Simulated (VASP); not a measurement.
Here is a VASP 6.6.1 calculation.

File POSCAR:

```
Au
1.0
    0.0000000000      2.0417677953      2.0417677953
    2.0417677953      0.0000000000      2.0417677953
    2.0417677953      2.0417677953      0.0000000000
Au
1
Direct
    0.0000000000      0.0000000000      0.0000000000
```

Contents of INCAR.step1:

```
PREC = Accurate
ENCUT = 520
ISMEAR = 0
SIGMA = 0.1
LREAL = F
LASPH = T
NELM = 60
NBANDS = 12
GGA = PE
ALGO = Normal
EDIFF = 1E-4
LWAVE = T
LCHARG = F
```

Contents of INCAR.step2:

```
PREC = Accurate
ENCUT = 520
EDIFF = 1E-6
ISMEAR = 0
SIGMA = 0.1
LREAL = F
LASPH = T
NELM = 60
ALGO = Normal
ISIF = 2
LWAVE = F
LCHARG = F
METAGGA = R2SCAN
LMIXTAU = T
NBANDS = 12
ISTART = 1
```

File KPOINTS:

```
Automatic mesh
0
Gamma
  18 18 18
```

Potentials or basis: VASP PAW PBE potentials, release 64 (Au).

The run is started by

```bash
$ cat potpaw_PBE.64/Au/POTCAR > POTCAR
$ cp INCAR.step1 INCAR
$ mpirun -np 1 vasp_std > vasp.out
$ cp INCAR.step2 INCAR
$ mpirun -np 1 vasp_std > vasp.out
```

Task: What does it give for the pressure?

Result: 5.4 GPa.

Caveat: the PAW data sets were made with another functional, which shifts forces and pressure a little.
